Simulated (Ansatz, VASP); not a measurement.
**Two plane-wave programs on Mg2MoH**

```
Mg H Mo
1.0
     3.74381    0.00000    0.00000
    -1.87190    3.24223    0.00000
     0.00000    0.00000    6.00517
Mg H Mo
2 1 1
Direct
  0.33333 0.66667 0.84643
  0.66667 0.33333 0.15357
  0.00000 0.00000 0.00000
  0.00000 0.00000 0.50000
```

Alike in both runs: task relaxation of cell and atoms; functional PBE; k mesh 6 × 6 × 4; occupations gaussian, width 0.1 eV; no spin polarisation.

|  | VASP | Ansatz |
| --- | --- | --- |
| version | VASP 6.6.1 | Ansatz 0.2.0 |
| potentials or method | VASP PAW PBE potentials, release 64 (Mg, H, Mo_sv), cutoff 600 eV | scalar-relativistic, plane waves, PAW |
| valence electrons in the cell | 19 | 35 |

|  | VASP | Ansatz | Ansatz less VASP |
| --- | --- | --- | --- |
| gap on the k mesh at the Fermi level, each at its own relaxed structure (eV) | none | none | - |
| relaxed volume (Å³/atom) | 14.45 | 14.42 | -0.029 |
| relaxed length of the cell vector where the two differ most in proportion (Å) | 2.979 | 2.976 | -0.0022 |

A gap of «none» marks a metal or a gap that the smearing closes. VASP's potentials hold 19 valence electrons a cell and Ansatz's 35, so a difference there can come from the potentials and not from the codes.

Noted on VASP's run: the volume moved by over 15 % at a fixed basis, so the end points are rough.
